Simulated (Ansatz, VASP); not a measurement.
Two plane-wave programs on AlP

Contents of INCAR:

```
  PREC = Accurate
  ENCUT = 500
  EDIFF = 1E-6
  ISMEAR = 0
  SIGMA = 0.1
  LREAL = F
  LASPH = T
  NELM = 120
  ALGO = Normal
  ISIF = 2
  LWAVE = F
  LCHARG = F
  GGA = PE
  NBANDS = 11
  GGA_COMPAT = F
```

KPOINTS

```
regular mesh
0
Gamma
  6 6 6
```

File POSCAR:

```
AlP
1.0
    0.0000000000      2.7255001100      2.7255001100
    2.7255001100      0.0000000000      2.7255001100
    2.7255001100      2.7255001100      0.0000000000
Al P
1 1
Direct
    0.0000000000      0.0000000000      0.0000000000
    0.7500000000      0.7500000000      0.7500000000
```

Input for Ansatz:

```yaml
crystal:
  lattice:
    - [0.0, 2.72550011, 2.72550011]
    - [2.72550011, 0.0, 2.72550011]
    - [2.72550011, 2.72550011, 0.0]
  atoms:
    - { symbol: Al, position: [0.0, 0.0, 0.0] }
    - { symbol: P, position: [0.75, 0.75, 0.75] }
basis:
  ecutwfc: 420
kpoints:
  mp_grid: { grid: [6, 6, 6] }
hamiltonian:
  xc: pbe
scf:
  occupations: { method: gaussian, width: 0.1 }
  lower_state_search: "off"
output:
  forces: true
  stress: true
  eigenvalues: true
```

Alike in both runs: task single point; functional PBE; k mesh 6 × 6 × 6; occupations gaussian, width 0.1 eV; no spin polarisation.

|  | VASP | Ansatz |
| --- | --- | --- |
| version | VASP 6.6.1 | Ansatz 0.2.0 |
| potentials or method | VASP PAW PBE potentials, release 64 (Al, P), cutoff 500 eV | scalar-relativistic, plane waves, PAW |
| valence electrons in the cell | 8 | 8 |

```csv
,VASP,Ansatz,Ansatz less VASP
gap on the k mesh at the Fermi level (eV),1.57,1.57,+0.002
least direct gap on the mesh (eV),3.35,3.35,+0.002
pressure (GPa),2.7,2.8,+0.10
```
